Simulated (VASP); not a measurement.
Wanted: the native input for a VASP 6.6.1 run.

| Property | Result |
| --- | --- |
| Task | single point |
| Functional | LDA |
| Potentials or basis | VASP PAW LDA potentials, release 64 (W_sv) |
| Cutoff | 520 eV |
| k mesh | 22 × 22 × 22 |
| Occupations | gaussian, width 0.15 eV |
| Spin | no spin polarisation |
| Dipole correction | no |
| Further INCAR settings | ALGO = Fast; EDIFF = 1e-07; NBANDS = 13 |

The structure of W lies in POSCAR:

```
W
1.0
   -2.0367840154      1.6358543295      1.6358543295
    1.6358543295     -2.0367840154      1.6358543295
    1.6358543295      1.6358543295     -2.0367840154
W
1
Direct
    0.0000000000      0.0000000000      0.0000000000
```

These files were run (other wordings do the same):

INCAR

```
PREC = Accurate ; ENCUT = 520
EDIFF = 1E-7 ; ISMEAR = 0
SIGMA = 0.15 ; LREAL = F
LASPH = T ; NELM = 60
ALGO = Fast ; ISIF = 2
LWAVE = F ; LCHARG = F
NBANDS = 13
```

KPOINTS

```
Automatic mesh
0
Gamma
  22 22 22
```

Potentials or basis: VASP PAW LDA potentials, release 64 (W_sv).

Run with:

```sh
$ cat potpaw_LDA.64/W_sv/POTCAR > POTCAR
$ mpirun -np 1 vasp_std > vasp.out
```

It gave:

The pressure is 35.3 GPa and the band gap on the k mesh is zero (bands 7 and 8 overlap by 4.70 eV).

Caveat: the cell stands under pressure; spin-orbit coupling is left out, which moves the levels of the heavy elements.

Wall time 2.6 min on 1 thread of AMD EPYC 9R45 96-Core Processor (Zen 5) (shared host), peak memory 0.27 GiB.
